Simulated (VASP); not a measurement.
Ta:

```
CELL_PARAMETERS angstrom
2.94513 0.00000 0.00000
-1.47256 2.55056 0.00000
0.00000 0.00000 9.61879
ATOMIC_POSITIONS crystal
Ta 0.00000 0.00000 0.00000
Ta 0.00000 0.00000 0.50000
Ta 0.33333 0.66667 0.25000
Ta 0.66667 0.33333 0.75000
```

This isn't the form of Ta at room conditions, which is bcc.

```yaml
Program: VASP 6.6.1
Task: relaxation of cell and atoms
Functional: PBE
Potentials_or_basis: VASP PAW PBE potentials, release 64 (Ta_pv)
Cutoff: 600 eV
k_mesh: 12 × 12 × 4
Occupations: fermi-dirac, width 0.1 eV
Spin: no spin polarisation
```

At the start: pressure 8.4 GPa; volume 18.06 Å³/atom.

Problem. Where does the relaxation end?

Solution. Over 10 steps the energy falls by 27.0 meV/atom and the volume is 18.80 Å³/atom (+4.1 %); space group P6_3/mmc (No. 194, to 0.1 Å) before and after.

The path:
| step | energy change (eV) | largest force (eV/Å) | pressure (GPa) | volume (Å³) |
| --- | --- | --- | --- | --- |
| 1 | 0.0000 | 0.0000 | 8.39 | 72.25 |
| 2 | 0.2705 | 0.0000 | -14.98 | 82.58 |
| 3 | -0.0856 | 0.0000 | -0.71 | 75.51 |
| 4 | -0.0857 | 0.0000 | -0.48 | 75.42 |
| 5 | -0.1020 | 0.0000 | -0.21 | 75.31 |
| 6 | -0.1078 | 0.0000 | 0.16 | 75.15 |
| 7 | -0.1078 | 0.0000 | 0.12 | 75.17 |
| 8 | -0.1078 | 0.0000 | 0.11 | 75.17 |
| 9 | -0.1078 | 0.0000 | -0.26 | 75.32 |
| 10 | -0.1078 | 0.0000 | -0.01 | 75.22 |

Final structure:
```yaml
crystal:
  lattice:
    - [2.93931, 0.00000, 0.00000]
    - [-1.46966, 2.54552, 0.00000]
    - [0.00000, 0.00000, 10.05276]
  atoms:
    - { symbol: Ta, position: [0.00000, 0.00000, 0.00000] }
    - { symbol: Ta, position: [0.00000, 0.00000, 0.50000] }
    - { symbol: Ta, position: [0.33333, 0.66667, 0.25000] }
    - { symbol: Ta, position: [0.66667, 0.33333, 0.75000] }
```
